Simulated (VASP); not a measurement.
# MgO (Cm) in VASP: notebook

The runs below take MgO through single point, with PBEsol.

Everything below comes from runs of VASP 6.6.1. Logs are shortened: lines on timing, memory, paths and dates and some standing lists are left out, and cuts for length are marked.

### Step 1. The cell of the first run

The structure is monoclinic, space group Cm (No. 8). Conventional cell: a = 5.709 Å, b = 3.296 Å, c = 10.546 Å, α = 90.00°, β = 90.00°, γ = 90.00°. Within 2.6 Å of Mg (site symmetry m) lie 4 O at 1.99 to 2.03 Å. Within 2.7 Å of Mg (site symmetry m) lie 4 O at 2.00 to 2.02 Å. Mg (site symmetry m) has 4 O at 1.85 to 2.08 Å within 2.5 Å. Mg (site symmetry m) has 4 O at 2.00 to 2.01 Å within 2.6 Å. Within 2.5 Å of O (site symmetry m) lie 4 Mg at 1.85 to 2.08 Å. O (site symmetry m) has 4 Mg at 2.00 to 2.02 Å within 2.6 Å. Within 2.6 Å of O (site symmetry m) lie 4 Mg at 1.99 to 2.03 Å. O (site symmetry m) has 4 Mg at 2.00 Å within 2.7 Å.

### Step 2. Single point, PBEsol (atoms displaced along a vibrational mode, the cell strained)

Input file INCAR:

```
SYSTEM = MgO
ALGO = Normal
EDIFF = 1E-6
ENCUT = 600
GGA = PS
GGA_COMPAT = .False.
ISIF = 2
ISMEAR = 0
LASPH = .True.
LCHARG = .False.
LREAL = .False.
LWAVE = .False.
NBANDS = 26
NELM = 120
PREC = Accurate
SIGMA = 0.05
```

Input file KPOINTS:

```
k-points
0
Gamma
  9 9 4
  0 0 0
```

Input file POSCAR:

```
MgO
1.0
    3.2960959901      0.0000000000      0.0000000000
   -1.6480479951      2.8545028607      0.0000000000
    0.0000000000      0.0000000000     10.5462303291
Mg O
4 4
Direct
    0.3354272306      0.6708544613      0.9695925587
    0.0000390134      0.0000780268      0.2209429155
    0.0111723997      0.0223447995      0.7209429155
    0.6668966301      0.3337932601      0.4695925587
    0.3161302502      0.6322605004      0.7799203897
   -0.0008015854     -0.0016031707      0.5295423161
   -0.0026285782     -0.0052571565      0.0295423161
    0.6667377013      0.3334754027      0.2799203897
```

Potentials or basis: VASP PAW PBE potentials, release 64 (Mg, O).

The run is started by

```bash
$ cat potpaw_PBE.64/Mg/POTCAR potpaw_PBE.64/O/POTCAR > POTCAR
$ mpirun -np 1 vasp_std > vasp.out
```

OUTCAR:

```text
SYSTEM = MgO
   EDIFF = 1E-6
   ENCUT = 600
   GGA = PS
   ISIF = 2
   ISMEAR = 0
   LASPH = .True.
   LREAL = .False.
   NELM = 120
   PREC = Accurate

 ion  position               nearest neighbor table
   1  0.335  0.671  0.970-   7 1.99   7 1.99   5 2.00   7 2.03   3 3.21   3 3.26   3 3.26   2 3.26
                             2 3.26   2 3.27
   2  0.000  0.000  0.221-   8 2.00   8 2.00   8 2.00   7 2.02   4 3.24   4 3.24   4 3.24   1 3.26
                             1 3.26   1 3.27
   3  0.011  0.022  0.721-   5 1.85   6 2.02   5 2.08   5 2.08   1 3.21   4 3.25   4 3.25   1 3.26
                             1 3.26   4 3.30
   4  0.667  0.334  0.470-   6 2.00   8 2.00   6 2.01   6 2.01   2 3.24   2 3.24   2 3.24   3 3.25
                             3 3.25   3 3.30
   5  0.316  0.632  0.780-   3 1.85   1 2.00   3 2.08   3 2.08
   6  0.999  0.998  0.530-   4 2.00   4 2.01   4 2.01   3 2.02
   7  0.997  0.995  0.030-   1 1.99   1 1.99   2 2.02   1 2.03
   8  0.667  0.333  0.280-   4 2.00   2 2.00   2 2.00   2 2.00

  LATTYP: Found a hexagonal cell.
 ALAT       =     3.2960959901
 C/A-ratio  =     3.1996126207

  Lattice vectors:

 A1 = (   3.2960959901,   0.0000000000,   0.0000000000)
 A2 = (  -1.6480479951,   2.8545028607,   0.0000000000)
 A3 = (   0.0000000000,   0.0000000000,  10.5462303291)

Analysis of symmetry for initial positions (statically):
=====================================================================
 Subroutine PRICEL returns:
 Original cell was already a primitive cell.

 Routine SETGRP: Setting up the symmetry group for a
 hexagonal supercell.

 Subroutine GETGRP returns: Found  2 space group operations
 (whereof  2 operations were pure point group operations)
 out of a pool of 24 trial point group operations.

The static configuration has the point symmetry C_1h.

Analysis of symmetry for dynamics (positions and initial velocities):
=====================================================================
 Subroutine PRICEL returns:
 Original cell was already a primitive cell.

 Routine SETGRP: Setting up the symmetry group for a
 hexagonal supercell.

 Subroutine GETGRP returns: Found  2 space group operations
 (whereof  2 operations were pure point group operations)
 out of a pool of 24 trial point group operations.

The dynamic configuration has the point symmetry C_1h.

 Subroutine INISYM returns: Found  2 space group operations
 (whereof  2 operations are pure point group operations),
 and found     1 'primitive' translations

----------------------------------------------------------------------------------------

                                     Primitive cell

  volume of cell :      99.2265

  direct lattice vectors                    reciprocal lattice vectors
     3.296095990  0.000000000  0.000000000     0.303389223  0.175161849  0.000000000
    -1.648047995  2.854502861  0.000000000     0.000000000  0.350323699  0.000000000
     0.000000000  0.000000000 10.546230329     0.000000000  0.000000000  0.094820611

  length of vectors
     3.296095990  3.296095990 10.546230329     0.350323699  0.350323699  0.094820611

  position of ions in fractional coordinates (direct lattice)
     0.335427231  0.670854461  0.969592559
     0.000039013  0.000078027  0.220942915
     0.011172400  0.022344799  0.720942915
     0.666896630  0.333793260  0.469592559
     0.316130250  0.632260500  0.779920390
     0.999198415  0.998396829  0.529542316
     0.997371422  0.994742843  0.029542316
     0.666737701  0.333475403  0.279920390

  ion indices of the primitive-cell ions
   primitive index   ion index
                 1           1
                 2           2
                 3           3
                 4           4
                 5           5
                 6           6
                 7           7
                 8           8

----------------------------------------------------------------------------------------

 KPOINTS: k-points

Automatic generation of k-mesh.
 Grid dimensions read from file:
 generate k-points for:    9    9    4

 Generating k-lattice:

  Cartesian coordinates                     Fractional coordinates (reciprocal lattice)
     0.033709914  0.019462428  0.000000000     0.111111111  0.000000000  0.000000000
     0.000000000  0.038924855  0.000000000     0.000000000  0.111111111  0.000000000
     0.000000000  0.000000000  0.023705153     0.000000000  0.000000000  0.250000000

  Length of vectors
     0.038924855  0.038924855  0.023705153

  Shift w.r.t. Gamma in fractional coordinates (k-lattice)
     0.000000000  0.000000000  0.000000000

 Subroutine IBZKPT returns following result:
 ===========================================

 Found     95 irreducible k-points:

 Following reciprocal coordinates:
            Coordinates               Weight
  0.000000  0.000000  0.000000      1.000000
  0.111111 -0.000000  0.000000      4.000000
  0.000000  0.111111  0.000000      2.000000
  0.222222  0.000000  0.000000      4.000000
  0.000000  0.222222  0.000000      2.000000
  0.333333 -0.000000  0.000000      4.000000
[... 16 lines left out ...]
 -0.222222 -0.444444  0.000000      4.000000
  0.444444  0.333333  0.000000      4.000000
 [... further k-points ...]
   k-points           NKPTS =     95   k-points in BZ     NKDIM =     95   number of bands    NBANDS=     26
   number of dos      NEDOS =    301   number of ions     NIONS =      8
   total plane-waves  NPLWV =  65856
   dimension x,y,z NGX =    28 NGY =   28 NGZ =   84
   dimension x,y,z NGXF=    56 NGYF=   56 NGZF=  168
   ions per type =               4   4
   NGX,Y,Z   is equivalent  to a cutoff of  14.12, 14.12, 13.24 a.u.
   NGXF,Y,Z  is equivalent  to a cutoff of  28.24, 28.24, 26.48 a.u.
 SYSTEM =  MgO
   PREC   = accura    normal or accurate (medium, high low for compatibility)
   ISTART =      0    job   : 0-new  1-cont  2-samecut
   ICHARG =      2    charge: 1-file 2-atom 10-const
   ISPIN  =      1    spin polarized calculation?
   LNONCOLLINEAR =      F non collinear calculations
   LSORBIT =      F    spin-orbit coupling
   LASPH  =      T    aspherical Exc in radial PAW
   ENCUT  =  600.0 eV  44.10 Ry    6.64 a.u.   6.58  6.58 21.06*2*pi/ulx,y,z
   NELM   =    120;   NELMIN=  2; NELMDL= -5     # of ELM steps
   EDIFF  = 0.1E-05   stopping-criterion for ELM
   LREAL  =      F    real-space projection
   EDIFFG = 0.1E-04   stopping-criterion for IOM
   NSW    =      0    number of steps for IOM
   IBRION =     -1    ionic relax: 0-MD 1-quasi-New 2-CG
   NFREE  =      0    steps in history (QN), initial steepest desc. (CG)
   ISIF   =      2    stress and relaxation
   ISYM   =      2    0-nonsym 1-usesym 2-fastsym
   POTIM  = 0.5000    time-step for ionic-motion
   TEBEG  =    0.0;   TEEND  =   0.0 temperature during run
   PSTRESS=    0.0 pullay stress
   NELECT =      32.0000    total number of electrons
   NUPDOWN=      -1.0000    fix difference up-down
   EMIN   =  10.00;   EMAX   =-10.00  energy-range for DOS
   EFERMI =   0.00;   METHOD = LEGACY
   ISMEAR =     0;   SIGMA  =   0.05  broadening in eV -4-tet -1-fermi 0-gaus
   EFERMI_NEDOS =   21; number of points for ismear=-14 and -15
   IALGO  =     38    algorithm
   IMIX   =      4    mixing-type and parameters
     AMIX     =   0.40;   BMIX     =  1.00
     AMIX_MAG =   1.60;   BMIX_MAG =  1.00
  volume/ion in A,a.u.               =      12.40        83.70
  Fermi-wavevector in a.u.,A,eV,Ry     =   1.122662  2.121523 17.148370  1.260370
  Thomas-Fermi vector in A             =   2.259323
   LORBIT       =      0    0 simple, 1 ext, 2 COOP (PROOUT), +10 PAW based schemes
   GGA     = PS    functional components
   LHFCALC =     F    Hartree Fock is set to
   AEXX    =    0.0000 exact exchange contribution
   IVDW    =     0    specifies the selected vdW correction
   LEPSILON=     F    determine dielectric tensor
   LRPA    =     F    only Hartree local field effects (RPA)
 non-spin polarized calculation
 Gauss-broadening in eV      SIGMA  =   0.05
  energy-cutoff  :      600.00
  volume of cell :       99.23
 maximum number of plane-waves:      3402
   NGX = 13   NGY = 13   NGZ = 43

 number of electron      32.0000002 magnetization

 Free energy of the ion-electron system (eV)
  ---------------------------------------------------
  ext. energy  EPLUGINS =         0.00000000
  ---------------------------------------------------
  free energy    TOTEN  =       -48.76457116 eV

  energy without entropy =      -48.76457116  energy(sigma->0) =      -48.76457116

 E-fermi :   0.8144     XC(G=0):  -9.7636

 val. band max:        0.5343934688   @ k =   0.0000   0.0000   0.0000
 cond. band min:       3.7793043101   @ k =   0.0000   0.0000   0.0000
 fundamental gap:      3.2449108413
 Fermi energy:         0.8144268420

 k-point     1 :       0.0000    0.0000    0.0000
  band No.  band energies     occupation
      1     -15.2687      2.00000
      2     -14.9596      2.00000
      3     -14.9466      2.00000
      4     -14.6121      2.00000
      5      -2.5070      2.00000
      6      -1.3656      2.00000
[... 18 lines left out ...]
     25      14.6287      0.00000
     26      15.3137      0.00000

 k-point     2 :       0.1111   -0.0000    0.0000
  band No.  band energies     occupation
      1     -15.2092      2.00000
      2     -14.9148      2.00000
      3     -14.9025      2.00000
      4     -14.5861      2.00000
      5      -2.3827      2.00000
      6      -1.4049      2.00000
[... 18 lines left out ...]
     25      14.2789      0.00000
[... 608 lines left out ...]
     25      13.0098      0.00000
     26      13.2088      0.00000

 k-point    24 :       0.4444    0.3333    0.0000
  band No.  band energies     occupation
      1     -14.6112      2.00000
      2     -14.5298      2.00000
      3     -14.5275      2.00000
      4     -14.4518      2.00000
      5      -2.0858      2.00000
      6      -1.9004      2.00000
[... 18 lines left out ...]
     25      12.9194      0.00000
     26      13.1167      0.00000

 [... further k-points ...]

------------------------ aborting loop because EDIFF is reached ----------------------------------------

  FORCE on cell =-STRESS in cart. coord.  units (eV):
  Direction    XX          YY          ZZ          XY          YZ          ZX
  --------------------------------------------------------------------------------------
  -------------------------------------------------------------------------------------
  Total       -3.5169109     -1.3006965     -2.6595380      0.0000000      0.9502393     -0.0000000
  in kB      -56.7864036    -21.0019177    -42.9426845      0.0000000     15.3432013     -0.0000000
  external PRESSURE =     -40.2436686 kB  Pullay stress =       0.0000000 kB

 VOLUME and BASIS-vectors are now :
 -----------------------------------------------------------------------------
  energy-cutoff  :      600.00
  volume of cell :       99.23
      direct lattice vectors                 reciprocal lattice vectors
     3.296095990  0.000000000  0.000000000     0.303389223  0.175161849  0.000000000
    -1.648047995  2.854502861  0.000000000     0.000000000  0.350323699  0.000000000
     0.000000000  0.000000000 10.546230329     0.000000000  0.000000000  0.094820611

 POSITION                                       TOTAL-FORCE (eV/Angst)
 -----------------------------------------------------------------------------------
     -0.00000      1.91496     10.22555         0.000000     -0.243191     -0.041158
     -0.00000      0.00022      2.33011         0.000000     -0.006246     -0.006423
     -0.00000      0.06378      7.60323         0.000000     -1.767347     -0.274675
      1.64805      0.95281      4.95243         0.000000     -0.026768     -0.017374
     -0.00000      1.80479      8.22522        -0.000000      1.795803      0.298753
      1.64805      2.84993      5.58468        -0.000000      0.067812      0.010599
      1.64805      2.83950      0.31156        -0.000000      0.186256      0.013414
      1.64805      0.95191      2.95210         0.000000     -0.006319      0.016864
 -----------------------------------------------------------------------------------
    total drift:                                0.000000      0.000935     -0.000140

  FREE ENERGIE OF THE ION-ELECTRON SYSTEM (eV)
  ---------------------------------------------------
  free  energy   TOTEN  =       -48.7645711607 eV

  energy  without entropy=      -48.7645711607  energy(sigma->0) =      -48.76457116
```

Wall time 7.4 min (1 thread of Oxide Virtual Turin-like, shared host); peak memory 0.37 GiB.

What came out:

* Free energy: -48.7646 eV
* Pressure: -4.0 GPa
* Largest force: 1.820 eV/Å
* Band gap on the k mesh: 3.24 eV

Forces in eV/Å, atoms in the order of the input:
```
Mg   0.000 -0.243 -0.041
Mg   0.000 -0.006 -0.006
Mg   0.000 -1.767 -0.275
Mg   0.000 -0.027 -0.017
O    0.000  1.796  0.299
O    0.000  0.068  0.011
O    0.000  0.186  0.013
O    0.000 -0.006  0.017
```

Levels at points of the mesh, in eV from the valence-band top:
```tsv
k point	band 14	band 15	band 16	band 17	band 18	band 19
(0.00, 0.00, 0.00)	-0.13	-0.09	0.00	3.24	5.55	5.67
(0.00, 0.00, 0.50)	-0.17	-0.15	-0.10	4.07	4.09	7.15
```

Caveat: the cell differs from its parent crystal (atoms displaced along a vibrational mode, the cell strained); the cell stands under tension; the PAW data sets were made with another functional, which shifts forces and pressure a little. A k mesh can miss the band edges.

### Step 3. Single point, PBEsol (atoms displaced along a vibrational mode, the cell strained)

Input file INCAR:

```
SYSTEM = MgO
ALGO = Normal ; EDIFF = 1E-6
ENCUT = 600 ; GGA = PS
GGA_COMPAT = .FALSE. ; ISIF = 2
ISMEAR = 0 ; LASPH = .TRUE.
LCHARG = .TRUE. ; LELF = .TRUE.
LREAL = .FALSE. ; LVHAR = .TRUE.
LWAVE = .FALSE. ; NBANDS = 26
NELM = 120 ; PREC = Accurate
SIGMA = 0.05
```

Input file KPOINTS:

```
k-points
0
G
  9 9 4
  0 0 0
```

Input file POSCAR:

```
MgO
1.0
    3.2960959901      0.0000000000      0.0000000000
   -1.6480479951      2.8545028607      0.0000000000
    0.0000000000      0.0000000000     10.5462303291
Mg O
4 4
Direct
    0.3312394360      0.6624788721      0.9695925587
   -0.0000390134     -0.0000780268      0.2209429155
   -0.0111723997     -0.0223447995      0.7209429155
    0.6664367033      0.3328734066      0.4695925587
    0.3505364165      0.7010728329      0.7799203897
    0.0008015854      0.0016031707      0.5295423161
    0.0026285782      0.0052571565      0.0295423161
    0.6665956320      0.3331912640      0.2799203897
```

Potentials or basis: VASP PAW PBE potentials, release 64 (Mg, O).

The run is started by

```bash
$ cat potpaw_PBE.64/Mg/POTCAR potpaw_PBE.64/O/POTCAR > POTCAR
$ mpirun -np 1 vasp_std > vasp.out
```

It took 6.2 min on 1 thread of Oxide Virtual Turin-like, shared host; peak memory 0.37 GiB.

It converged, with:

```
Free energy            : -48.8068 eV
Pressure               : -4.2 GPa
Largest force          : 1.014 eV/Å
Band gap on the k mesh : 3.23 eV
```

Forces on the atoms (eV/Å):
```
Mg   0.000  0.266 -0.039
Mg   0.000  0.006 -0.006
Mg   0.000  0.971 -0.185
Mg   0.000  0.023 -0.017
O    0.000 -0.992  0.208
O    0.000 -0.068  0.010
O    0.000 -0.212  0.013
O    0.000  0.006  0.016
```

Stress tensor (GPa, compression positive):
```
-2.89  0.00  0.00
 0.00 -5.33 -0.76
 0.00 -0.76 -4.37
```

Levels at points of the mesh, in eV from the valence-band top:
```
           k point  band 13  band 14  band 15  band 16  band 17  band 18  band 19  band 20
(0.00, 0.00, 0.00)    -0.20    -0.14    -0.11     0.00     3.23     5.54     5.66     8.23
(0.00, 0.00, 0.50)    -0.20    -0.18    -0.16    -0.09     4.06     4.07     7.14     7.15
```

Caveat: the cell differs from its parent crystal (atoms displaced along a vibrational mode, the cell strained); the cell stands under tension; the PAW data sets were made with another functional, which shifts forces and pressure a little. A k mesh can miss the band edges.
